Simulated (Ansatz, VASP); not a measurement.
**BaZrO3 in VASP and in Ansatz**

The input INCAR:

```
ALGO = Normal
EDIFF = 1E-6
ENCUT = 520
GGA = PE
ISIF = 2
ISMEAR = 0
LASPH = True
LCHARG = False
LREAL = False
LWAVE = False
NBANDS = 28
NELM = 100
PREC = Accurate
SIGMA = 0.05
```

File KPOINTS:

```
k-points
0
Gamma
  8 8 8
```

The input POSCAR:

```
BaZrO3
1.0
    4.1815040793      0.0000000000      0.0000000000
    0.0000000000      4.1815040793      0.0000000000
    0.0000000000      0.0000000000      4.1815040793
Ba Zr O
1 1 3
Direct
    0.0000000000      0.0000000000      0.0000000000
    0.5000000000      0.5000000000      0.5000000000
    0.0000000000      0.5000000000      0.5000000000
    0.5000000000      0.5000000000      0.0000000000
    0.5000000000      0.0000000000      0.5000000000
```

Input for Ansatz:

```yaml
crystal:
  lattice:
    - [4.1815040793, 0.0, 0.0]
    - [0.0, 4.1815040793, 0.0]
    - [0.0, 0.0, 4.1815040793]
  atoms:
    - { symbol: Ba, position: [0.0, 0.0, 0.0] }
    - { symbol: Zr, position: [0.5, 0.5, 0.5] }
    - { symbol: O, position: [0.0, 0.5, 0.5] }
    - { symbol: O, position: [0.5, 0.5, 0.0] }
    - { symbol: O, position: [0.5, 0.0, 0.5] }
basis:
  ecutwfc: 420
  ecutrho_ratio: 4
kpoints:
  mp_grid: { grid: [8, 8, 8] }
hamiltonian:
  xc: pbe
scf:
  occupations: { method: gaussian, width: 0.05 }
output:
  forces: true
  stress: true
  eigenvalues: true
```

Alike in both runs: task single point; functional PBE; k mesh 8 × 8 × 8; occupations gaussian, width 0.05 eV; no spin polarisation.

|  | VASP | Ansatz |
| --- | --- | --- |
| version | VASP 6.6.1 | Ansatz 0.2.0 |
| potentials or method | VASP PAW PBE potentials, release 64 (Ba_sv, Zr_sv, O), cutoff 520 eV | scalar-relativistic, plane waves, PAW |
| valence electrons in the cell | 40 | 40 |

Ansatz gave:

```
gap on the k mesh at the Fermi level (eV) : 3.26
least direct gap on the mesh (eV)         : 3.44
pressure (GPa)                            : 5.2
```

What did VASP give for the same quantities?

gap on the k mesh at the Fermi level (eV): 3.20; least direct gap on the mesh (eV): 3.42; pressure (GPa): 6.3.

Spin-orbit coupling is off throughout.
